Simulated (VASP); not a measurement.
# CaGe4N (F-43m) in VASP: notebook, part 2 of 2

VASP 6.6.1.

### 3 Single point, PBE

This run uses another cell than the first one, of 18.82 Å³/atom.

INCAR

```
SYSTEM = CaGe4N
  ALGO = Normal
  EDIFF = 1E-6
  ENCUT = 520
  GGA = PE
  ISIF = 2
  ISMEAR = 0
  LASPH = .True.
  LCHARG = .False.
  LREAL = .False.
  LWAVE = .False.
  NBANDS = 44
  NELM = 100
  PREC = Accurate
  SIGMA = 0.1
```

KPOINTS

```
k-points
0
Gamma
  8 8 8
  0 0 0
```

POSCAR

```
CaGe4N
1.0
    0.0000000000      3.8360549186      3.8360549186
    3.8360549186      0.0000000000      3.8360549186
    3.8360549186      3.8360549186      0.0000000000
Ca Ge N
1 4 1
Direct
    0.0000000000      0.0000000000      0.0000000000
    0.1271763332      0.6242745556      0.6242745556
    0.6242745556      0.6242745556      0.6242745556
    0.6242745556      0.1271763332      0.6242745556
    0.6242745556      0.6242745556      0.1271763332
    0.2500000000      0.2500000000      0.2500000000
```

Potentials or basis: VASP PAW PBE potentials, release 64 (Ca_sv, Ge_d, N).

Started as:

```console
cat potpaw_PBE.64/Ca_sv/POTCAR potpaw_PBE.64/Ge_d/POTCAR potpaw_PBE.64/N/POTCAR > POTCAR
mpirun -np 1 vasp_std > vasp.out
```

Run time: 85 s. Hardware: 1 thread of AMD EPYC 9R45 (Zen 5), shared host; peak memory 0.28 GiB.

Results (log left out):

* Free energy: -24.3931 eV
* Pressure: 0.1 GPa
* Band gap on the k mesh: zero (an odd number of electrons rules out a gap without spin polarisation)

Forces in eV/Å, atoms in the order of the input:
```
Ca   0.000  0.000  0.000
Ge  -0.001  0.001  0.001
Ge  -0.001 -0.001 -0.001
Ge   0.001 -0.001  0.001
Ge   0.001  0.001 -0.001
N    0.000  0.000  0.000
```

Levels at points of the mesh, in eV from the Fermi level:
```tsv
k point	band 33	band 34	band 35	band 36	band 37	band 38
(0.00, 0.00, 0.00)	-3.57	-1.62	-1.62	-0.36	-0.36	-0.36
(0.50, 0.00, 0.00)	-0.62	-0.58	-0.58	1.12	1.12	1.68
(0.50, 0.50, 0.00)	-0.81	-0.09	0.32	0.85	0.85	0.94
```

Caveat: an odd number of electrons without spin polarisation forces a metal; a magnetic or distorted state may lie lower.

### 4 Relaxation of cell and atoms, PBE

This run uses another cell than the first one, of 18.82 Å³/atom.

INCAR

```
SYSTEM = CaGe4N
  PREC = Accurate
  ENCUT = 600
  EDIFF = 1E-7
  ISMEAR = 0
  SIGMA = 0.1
  LREAL = .False.
  LASPH = .True.
  NELM = 60
  ALGO = Normal
  ISIF = 3
  LWAVE = .False.
  LCHARG = .False.
  GGA = PE
  IBRION = 2
  NSW = 100
  EDIFFG = -0.01
```

KPOINTS

```
regular mesh
0
Gamma
  8 8 8
  0 0 0
```

POSCAR is that of step 3.

Potentials or basis: VASP PAW PBE potentials, release 64 (Ca_sv, Ge_d, N).

Started as:

```console
cat potpaw_PBE.64/Ca_sv/POTCAR potpaw_PBE.64/Ge_d/POTCAR potpaw_PBE.64/N/POTCAR > POTCAR
mpirun -np 1 vasp_std > vasp.out
```

OUTCAR:

```text
SYSTEM = CaGe4N
   PREC = Accurate
   ENCUT = 600
   EDIFF = 1E-7
   ISMEAR = 0
   LREAL = .False.
   LASPH = .True.
   NELM = 60
   ISIF = 3
   GGA = PE
   IBRION = 2
   NSW = 100
   EDIFFG = -0.01

 ion  position               nearest neighbor table
   1  0.000  0.000  0.000-
   2  0.127  0.624  0.624-   3 2.70   4 2.70   5 2.70   4 2.73   5 2.73   3 2.73
   3  0.624  0.624  0.624-   2 2.70   4 2.70   5 2.70   2 2.73   4 2.73   5 2.73
   4  0.624  0.127  0.624-   2 2.70   3 2.70   5 2.70   2 2.73   5 2.73   3 2.73
[... 1290 lines left out ...]
  -------------------------------------------------------------------------------------
  Total        0.0518642      0.0518642      0.0518642      0.0000000      0.0000000     -0.0000000
  in kB        0.7360267      0.7360267      0.7360267      0.0000000      0.0000000     -0.0000000
  external PRESSURE =       0.7360267 kB  Pullay stress =       0.0000000 kB

 VOLUME and BASIS-vectors are now :
 -----------------------------------------------------------------------------
  energy-cutoff  :      600.00
  volume of cell :      112.90
      direct lattice vectors                 reciprocal lattice vectors
     0.000000000  3.836054919  3.836054919    -0.130342242  0.130342242  0.130342242
     3.836054919  0.000000000  3.836054919     0.130342242 -0.130342242  0.130342242
     3.836054919  3.836054919  0.000000000     0.130342242  0.130342242 -0.130342242

 POSITION                                       TOTAL-FORCE (eV/Angst)
 -----------------------------------------------------------------------------------
      0.00000      0.00000      0.00000        -0.000000     -0.000000     -0.000000
      4.78950      2.88261      2.88261        -0.001115      0.001115      0.001115
      4.78950      4.78950      4.78950        -0.001115     -0.001115     -0.001115
      2.88261      4.78950      2.88261         0.001115     -0.001115      0.001115
      2.88261      2.88261      4.78950         0.001115      0.001115     -0.001115
      1.91803      1.91803      1.91803        -0.000000     -0.000000     -0.000000
 -----------------------------------------------------------------------------------
    total drift:                                0.000000      0.000000      0.000000

  FREE ENERGIE OF THE ION-ELECTRON SYSTEM (eV)
  ---------------------------------------------------
  free  energy   TOTEN  =       -24.3948026253 eV

  energy  without entropy=      -24.3714822293  energy(sigma->0) =      -24.38314243

 reached required accuracy - stopping structural energy minimisation
```

It took 2.6 min on 1 thread of AMD EPYC 9R45 (Zen 5), shared host; peak memory 0.37 GiB.

What came out:

```yaml
Free_energy: -24.3948 eV
Pressure_after_relaxing: 0.1 GPa
Band_gap_on_the_k_mesh: zero (an odd number of electrons rules out a gap without spin polarisation)
```

Final structure:
```yaml
crystal:
  lattice:
    - [0.00000, 3.83605, 3.83605]
    - [3.83605, 0.00000, 3.83605]
    - [3.83605, 3.83605, 0.00000]
  atoms:
    - { symbol: Ca, position: [0.00000, 0.00000, 0.00000] }
    - { symbol: Ge, position: [0.12718, 0.62427, 0.62427] }
    - { symbol: Ge, position: [0.62427, 0.62427, 0.62427] }
    - { symbol: Ge, position: [0.62427, 0.12718, 0.62427] }
    - { symbol: Ge, position: [0.62427, 0.62427, 0.12718] }
    - { symbol: N, position: [0.25000, 0.25000, 0.25000] }
```

Levels at points of the mesh, in eV from the Fermi level:
```csv
k point,band 32,band 33,band 34,band 35,band 36,band 37,band 38,band 39
"(0.00, 0.00, 0.00)",-3.57,-3.57,-1.62,-1.62,-0.36,-0.36,-0.36,3.15
"(0.50, 0.00, 0.00)",-3.06,-0.62,-0.58,-0.58,1.12,1.12,1.68,1.94
"(0.50, 0.50, 0.00)",-0.81,-0.81,-0.09,0.32,0.86,0.86,0.94,1.58
```

Caveat: an odd number of electrons without spin polarisation forces a metal; a magnetic or distorted state may lie lower.

### 5 Relaxation of cell and atoms, PBE

INCAR

```
ALGO = Normal ; EDIFF = 1E-7
EDIFFG = -0.01 ; ENCUT = 600
GGA = PE ; IBRION = 2
ISIF = 3 ; ISMEAR = 0
LASPH = True ; LCHARG = False
LREAL = False ; LWAVE = False
NELM = 80 ; NSW = 100
PREC = Accurate ; SIGMA = 0.1
```

KPOINTS

```
k-points
0
Gamma
  8 8 8
```

POSCAR

```
CaGe4N
1.0
    0.0000000000      3.9333667900      3.9333667900
    3.9333667900      0.0000000000      3.9333667900
    3.9333667900      3.9333667900      0.0000000000
Ca Ge N
1 4 1
Direct
    0.0000000000      0.0000000000      0.0000000000
    0.1250000000      0.6250000000      0.6250000000
    0.6250000000      0.6250000000      0.6250000000
    0.6250000000      0.1250000000      0.6250000000
    0.6250000000      0.6250000000      0.1250000000
    0.2500000000      0.2500000000      0.2500000000
```

Started as:

```console
cat potpaw_PBE.64/Ca_sv/POTCAR potpaw_PBE.64/Ge_d/POTCAR potpaw_PBE.64/N/POTCAR > POTCAR
mpirun -np 1 vasp_std > vasp.out
```

Run time: 9.8 min. Hardware: 1 thread of AMD EPYC 9R45 (Zen 5), shared host; peak memory 0.4 GiB.

Results (log left out):

| Quantity | Value |
| --- | --- |
| Free energy | -24.3982 eV |
| Relaxed volume | 18.80 Å³/atom |
| Relaxed cell | a = 5.424 Å, b = 5.424 Å, c = 5.424 Å, α = 60.00°, β = 60.00°, γ = 60.00° |
| Space group after relaxing (to 0.1 Å) | F-43m (No. 216) |
| Energy gained by relaxing | 18.7 meV/atom |
| Ionic steps | 6 |
| Pressure after relaxing | 0.1 GPa |
| Band gap on the k mesh | zero (an odd number of electrons rules out a gap without spin polarisation) |

Step by step:
```csv
step,energy change (eV),largest force (eV/Å),pressure (GPa),volume (Å³)
1,0.0000,0.1291,-3.74,121.71
2,-0.1111,0.0640,-0.30,113.56
3,-0.1117,0.0561,0.02,112.95
4,-0.1117,0.0539,0.10,112.78
5,-0.1120,0.0048,0.10,112.81
6,-0.1120,0.0016,0.08,112.81
```

Final structure:
```yaml
crystal:
  lattice:
    - [0.00000, 3.83506, 3.83506]
    - [3.83506, 0.00000, 3.83506]
    - [3.83506, 3.83506, 0.00000]
  atoms:
    - { symbol: Ca, position: [0.00000, 0.00000, 0.00000] }
    - { symbol: Ge, position: [0.12722, 0.62426, 0.62426] }
    - { symbol: Ge, position: [0.62426, 0.62426, 0.62426] }
    - { symbol: Ge, position: [0.62426, 0.12722, 0.62426] }
    - { symbol: Ge, position: [0.62426, 0.62426, 0.12722] }
    - { symbol: N, position: [0.25000, 0.25000, 0.25000] }
```

Levels at points of the mesh, in eV from the Fermi level:
| k point | band 33 | band 34 | band 35 | band 36 | band 37 | band 38 |
| --- | --- | --- | --- | --- | --- | --- |
| (0.00, 0.00, 0.00) | -3.58 | -1.62 | -1.62 | -0.37 | -0.37 | -0.37 |
| (0.50, 0.00, 0.00) | -0.62 | -0.58 | -0.58 | 1.12 | 1.12 | 1.69 |
| (0.50, 0.50, 0.00) | -0.81 | -0.09 | 0.32 | 0.86 | 0.86 | 0.93 |

Caveat: an odd number of electrons without spin polarisation forces a metal; a magnetic or distorted state may lie lower.

### 6 The runs side by side

| task | cell | k mesh | cutoff (eV) | gap on the mesh (eV) | pressure (GPa) | relaxed volume (Å³/atom) |
| --- | --- | --- | --- | --- | --- | --- |
| single point | a = 5.563 Å, angles 60.0°, 6 atoms, atomic positions A | 4 × 4 × 4 | 520 | none | -3.9 | - |
| single point | a = 5.425 Å, angles 60.0°, 6 atoms, atomic positions B | 8 × 8 × 8 | 520 | none | 0.1 | - |
| relaxation of cell and atoms | relaxed from a = 5.425 Å, angles 60.0°, 6 atoms, atomic positions B | 8 × 8 × 8 | 600 | none | 0.1 | 18.82 |
| relaxation of cell and atoms | relaxed from a = 5.563 Å, angles 60.0°, 6 atoms, atomic positions A | 8 × 8 × 8 | 600 | none | 0.1 | 18.80 |

Alike in all rows: level PBE; potentials or basis VASP PAW PBE potentials, release 64 (Ca_sv, Ge_d, N); no spin polarisation; smearing gaussian 0.1 eV.

Caveats: an odd number of electrons without spin polarisation forces a metal; a magnetic or distorted state may lie lower; the cell stands under tension (at least some runs).

Absolute energies hang on the potentials; compare differences alone.
